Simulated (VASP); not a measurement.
# BN (P1) in VASP: further runs, part 2 of 2

VASP 6.6.1. Earlier steps stand in the parts before.

**4. Single point, PBE (atom 1 (B) moved by (-0.300, +0.300) A along x and z)**

INCAR

```
SYSTEM = BN
ALGO = Normal
EDIFF = 1E-6
ENCUT = 520
GGA = PE
ISIF = 2
ISMEAR = 0
LASPH = .TRUE.
LCHARG = .FALSE.
LREAL = .FALSE.
LWAVE = .FALSE.
NBANDS = 16
NELM = 80
PREC = Accurate
SIGMA = 0.05
```

KPOINTS

```
k-points
0
G
  12 12 6
  0 0 0
```

POSCAR

```
BN
1.0
    2.5539396017      0.0000000000      0.0000000000
   -1.2769698009      2.2117765748      0.0000000000
    0.0000000000      0.0000000000      4.2268550000
B N
2 2
Direct
    0.5492010853      0.3333333333      1.0706987555
    0.3333333333      0.6666666667      0.4997240000
    0.6666666667      0.3333333333      0.6252760000
    0.3333333333      0.6666666667      0.1252760000
```

Potentials or basis: VASP PAW PBE potentials, release 64 (B, N).

Started as:

```bash
$ cat potpaw_PBE.64/B/POTCAR potpaw_PBE.64/N/POTCAR > POTCAR
$ mpirun -np 1 vasp_std > vasp.out
```

OUTCAR:

```text
SYSTEM = BN
   EDIFF = 1E-6
   ENCUT = 520
   GGA = PE
   ISIF = 2
   ISMEAR = 0
   LASPH = .TRUE.
   LREAL = .FALSE.
   NELM = 80
   PREC = Accurate

 ion  position               nearest neighbor table
   1  0.549  0.333  0.071-   4 1.25   4 1.52   4 1.76   3 1.91
   2  0.333  0.667  0.500-   3 1.57   3 1.57   3 1.57   4 1.58
   3  0.667  0.333  0.625-   2 1.57   2 1.57   2 1.57   1 1.91
   4  0.333  0.667  0.125-   1 1.25   1 1.52   2 1.58   1 1.76

  LATTYP: Found a hexagonal cell.
 ALAT       =     2.5539396017
 C/A-ratio  =     1.6550332659

  Lattice vectors:

 A1 = (   2.5539396017,   0.0000000000,   0.0000000000)
 A2 = (  -1.2769698009,   2.2117765748,   0.0000000000)
 A3 = (   0.0000000000,   0.0000000000,   4.2268550000)

Analysis of symmetry for initial positions (statically):
=====================================================================
 Subroutine PRICEL returns:
 Original cell was already a primitive cell.

 Routine SETGRP: Setting up the symmetry group for a
 hexagonal supercell.

 Subroutine GETGRP returns: Found  1 space group operations
 (whereof  1 operations were pure point group operations)
 out of a pool of 24 trial point group operations.

The static configuration has the point symmetry C_1 .

Analysis of symmetry for dynamics (positions and initial velocities):
=====================================================================
 Subroutine PRICEL returns:
 Original cell was already a primitive cell.

 Routine SETGRP: Setting up the symmetry group for a
 hexagonal supercell.

 Subroutine GETGRP returns: Found  1 space group operations
 (whereof  1 operations were pure point group operations)
 out of a pool of 24 trial point group operations.

The dynamic configuration has the point symmetry C_1 .

 Subroutine INISYM returns: Found  1 space group operations
 (whereof  1 operations are pure point group operations),
 and found     1 'primitive' translations

----------------------------------------------------------------------------------------

                                     Primitive cell

  volume of cell :      23.8764

  direct lattice vectors                    reciprocal lattice vectors
     2.553939602  0.000000000  0.000000000     0.391551938  0.226062617  0.000000000
    -1.276969801  2.211776575  0.000000000     0.000000000  0.452125233  0.000000000
     0.000000000  0.000000000  4.226855000     0.000000000  0.000000000  0.236582518

  length of vectors
     2.553939602  2.553939602  4.226855000     0.452125233  0.452125233  0.236582518

  position of ions in fractional coordinates (direct lattice)
     0.549201085  0.333333333  0.070698755
     0.333333333  0.666666667  0.499724000
     0.666666667  0.333333333  0.625276000
     0.333333333  0.666666667  0.125276000

  ion indices of the primitive-cell ions
   primitive index   ion index
                 1           1
                 2           2
                 3           3
                 4           4

----------------------------------------------------------------------------------------

 KPOINTS: k-points

Automatic generation of k-mesh.
 Grid dimensions read from file:
 generate k-points for:   12   12    6

 Generating k-lattice:

  Cartesian coordinates                     Fractional coordinates (reciprocal lattice)
     0.032629328  0.018838551  0.000000000     0.083333333  0.000000000  0.000000000
     0.000000000  0.037677103  0.000000000     0.000000000  0.083333333  0.000000000
     0.000000000  0.000000000  0.039430420     0.000000000  0.000000000  0.166666667

  Length of vectors
     0.037677103  0.037677103  0.039430420

  Shift w.r.t. Gamma in fractional coordinates (k-lattice)
     0.000000000  0.000000000  0.000000000

 Subroutine IBZKPT returns following result:
 ===========================================

 Found    436 irreducible k-points:

 Following reciprocal coordinates:
            Coordinates               Weight
  0.000000  0.000000  0.000000      1.000000
  0.083333  0.000000  0.000000      2.000000
  0.000000  0.083333  0.000000      2.000000
 -0.083333  0.083333  0.000000      2.000000
  0.166667  0.000000  0.000000      2.000000
  0.000000  0.166667  0.000000      2.000000
[... 16 lines left out ...]
  0.166667  0.083333  0.000000      2.000000
 -0.083333  0.250000  0.000000      2.000000
 [... further k-points ...]
   k-points           NKPTS =    436   k-points in BZ     NKDIM =    436   number of bands    NBANDS=     16
   number of dos      NEDOS =    301   number of ions     NIONS =      4
   total plane-waves  NPLWV =  12800
   dimension x,y,z NGX =    20 NGY =   20 NGZ =   32
   dimension x,y,z NGXF=    40 NGYF=   40 NGZF=   64
   ions per type =               2   2
   NGX,Y,Z   is equivalent  to a cutoff of  13.02, 13.02, 12.59 a.u.
   NGXF,Y,Z  is equivalent  to a cutoff of  26.04, 26.04, 25.17 a.u.
 SYSTEM =  BN
   PREC   = accura    normal or accurate (medium, high low for compatibility)
   ISTART =      0    job   : 0-new  1-cont  2-samecut
   ICHARG =      2    charge: 1-file 2-atom 10-const
   ISPIN  =      1    spin polarized calculation?
   LNONCOLLINEAR =      F non collinear calculations
   LSORBIT =      F    spin-orbit coupling
   LASPH  =      T    aspherical Exc in radial PAW
   ENCUT  =  520.0 eV  38.22 Ry    6.18 a.u.   4.75  4.75  7.86*2*pi/ulx,y,z
   NELM   =     80;   NELMIN=  2; NELMDL= -5     # of ELM steps
   EDIFF  = 0.1E-05   stopping-criterion for ELM
   LREAL  =      F    real-space projection
   EDIFFG = 0.1E-04   stopping-criterion for IOM
   NSW    =      0    number of steps for IOM
   IBRION =     -1    ionic relax: 0-MD 1-quasi-New 2-CG
   NFREE  =      0    steps in history (QN), initial steepest desc. (CG)
   ISIF   =      2    stress and relaxation
   ISYM   =      2    0-nonsym 1-usesym 2-fastsym
   POTIM  = 0.5000    time-step for ionic-motion
   TEBEG  =    0.0;   TEEND  =   0.0 temperature during run
   PSTRESS=    0.0 pullay stress
   NELECT =      16.0000    total number of electrons
   NUPDOWN=      -1.0000    fix difference up-down
   EMIN   =  10.00;   EMAX   =-10.00  energy-range for DOS
   EFERMI =   0.00;   METHOD = LEGACY
   ISMEAR =     0;   SIGMA  =   0.05  broadening in eV -4-tet -1-fermi 0-gaus
   EFERMI_NEDOS =   21; number of points for ismear=-14 and -15
   IALGO  =     38    algorithm
   IMIX   =      4    mixing-type and parameters
     AMIX     =   0.40;   BMIX     =  1.00
     AMIX_MAG =   1.60;   BMIX_MAG =  1.00
  volume/ion in A,a.u.               =       5.97        40.28
  Fermi-wavevector in a.u.,A,eV,Ry     =   1.432600  2.707222 27.923836  2.052344
  Thomas-Fermi vector in A             =   2.552210
   LORBIT       =      0    0 simple, 1 ext, 2 COOP (PROOUT), +10 PAW based schemes
   GGA     = PE    functional components
   LHFCALC =     F    Hartree Fock is set to
   AEXX    =    0.0000 exact exchange contribution
   IVDW    =     0    specifies the selected vdW correction
   LEPSILON=     F    determine dielectric tensor
   LRPA    =     F    only Hartree local field effects (RPA)
 non-spin polarized calculation
 Gauss-broadening in eV      SIGMA  =   0.05
  energy-cutoff  :      520.00
  volume of cell :       23.88
 maximum number of plane-waves:       660
   NGX =  9   NGY =  9   NGZ = 15

 number of electron      16.0000000 magnetization

 Free energy of the ion-electron system (eV)
  ---------------------------------------------------
  ext. energy  EPLUGINS =         0.00000000
  ---------------------------------------------------
  free energy    TOTEN  =       -32.05841823 eV

  energy without entropy =      -32.05841823  energy(sigma->0) =      -32.05841823

 E-fermi :   8.5082     XC(G=0): -12.7331

 val. band max:        8.2060632729   @ k =   0.0000   0.0000   0.0000
 cond. band min:      11.4578428931   @ k =   0.0000   0.5000   0.5000
 fundamental gap:      3.2517796202
 Fermi energy:         8.5082250467

 k-point     1 :       0.0000    0.0000    0.0000
  band No.  band energies     occupation
      1     -13.4786      2.00000
      2      -8.6264      2.00000
      3      -3.2919      2.00000
      4       1.4226      2.00000
      5       6.0725      2.00000
      6       7.2936      2.00000
[... 8 lines left out ...]
     15      22.0818      0.00000
     16      22.7499      0.00000
[... 419 lines left out ...]
 k-point    24 :      -0.0833    0.2500    0.0000
  band No.  band energies     occupation
      1     -12.5564      2.00000
      2      -7.9489      2.00000
      3      -2.2055      2.00000
      4      -0.4239      2.00000
      5       3.5275      2.00000
      6       4.6890      2.00000
[... 8 lines left out ...]
     15      21.9675      0.00000
     16      23.7180      0.00000

 [... further k-points ...]
[... 5 lines left out ...]
  --------------------------------------------------------------------------------------
  -------------------------------------------------------------------------------------
  Total        7.0441614      4.2672158      3.1071284     -4.4217515      1.0594514     -0.8780153
  in kB      472.6837289    286.3425981    208.4973596   -296.7123975     71.0922746    -58.9173833
  external PRESSURE =     322.5078955 kB  Pullay stress =       0.0000000 kB

 VOLUME and BASIS-vectors are now :
 -----------------------------------------------------------------------------
  energy-cutoff  :      520.00
  volume of cell :       23.88
      direct lattice vectors                 reciprocal lattice vectors
     2.553939602  0.000000000  0.000000000     0.391551938  0.226062617  0.000000000
    -1.276969801  2.211776575  0.000000000     0.000000000  0.452125233  0.000000000
     0.000000000  0.000000000  4.226855000     0.000000000  0.000000000  0.236582518

 POSITION                                       TOTAL-FORCE (eV/Angst)
 -----------------------------------------------------------------------------------
      0.97697      0.73726      0.29883        11.519885     -5.606351     -7.092195
     -0.00000      1.47452      2.11226        -0.092923     -0.035189      3.378609
      1.27697      0.73726      2.64295        -0.694913     -0.046196     -0.551374
     -0.00000      1.47452      0.52952       -10.732048      5.687736      4.264961
 -----------------------------------------------------------------------------------
    total drift:                               -0.000053     -0.000034      0.000021

  FREE ENERGIE OF THE ION-ELECTRON SYSTEM (eV)
  ---------------------------------------------------
  free  energy   TOTEN  =       -32.0584182264 eV

  energy  without entropy=      -32.0584182264  energy(sigma->0) =      -32.05841823
```

stdout:

```text
POSCAR found type information on POSCAR B N
 POSCAR found :  2 types and       4 ions
 scaLAPACK will be used
 LDA part: xc-table for (Slater+PW92), standard interpolation
 POSCAR, INCAR and KPOINTS ok, starting setup
 FFT: planning ... GRIDC
 FFT: planning ... GRID_SOFT
 FFT: planning ... GRID
 WAVECAR not read
 entering main loop
```

It took 4.2 min on 1 thread of Intel Xeon 8259CL, shared host; peak memory 0.24 GiB.

What came out:

```yaml
Free_energy: -32.0584 eV
Pressure: 32.3 GPa
Largest_force: 14.644 eV/Å
Band_gap_on_the_k_mesh: 3.25 eV (least direct gap 5.07 eV)
```

Forces on the atoms (eV/Å):
```
B    11.520  -5.606  -7.092
B    -0.093  -0.035   3.379
N    -0.695  -0.046  -0.551
N   -10.732   5.688   4.265
```

Caveat: the cell differs from its parent crystal (atom 1 (B) moved by (-0.300, +0.300) A along x and z); the stress differs along the axes, from 21 to 47 GPa; forces of over 1 eV/Å act on the atoms, so gaps and moduli don't describe the material at rest. A k mesh can miss the band edges.

**5. Overview**

| cell | gap on the mesh (eV) | pressure (GPa) | largest force (eV/Å) |
| --- | --- | --- | --- |
| as given, atomic positions A | 2.00 | 46.6 | 13.99 |
| as given, atomic positions B | 1.01 | 22.7 | 13.73 |
| as given, atomic positions C | 3.25 | 32.3 | 14.64 |

Alike in all rows: task single point; level PBE; potentials or basis VASP PAW PBE potentials, release 64 (B, N); no spin polarisation; k mesh 12 × 12 × 6; cutoff (eV) 520; smearing gaussian 0.05 eV.

Caveats: forces of over 1 eV/Å act on the atoms, so gaps and moduli don't describe the material at rest; the stress differs along the axes, from 38 to 61 GPa (at least some runs); the stress differs along the axes, from 12 to 33 GPa (at least some runs); the stress differs along the axes, from 21 to 47 GPa (at least some runs).

Total energies depend on the potentials used, so only differences within one code and one set of settings carry meaning.
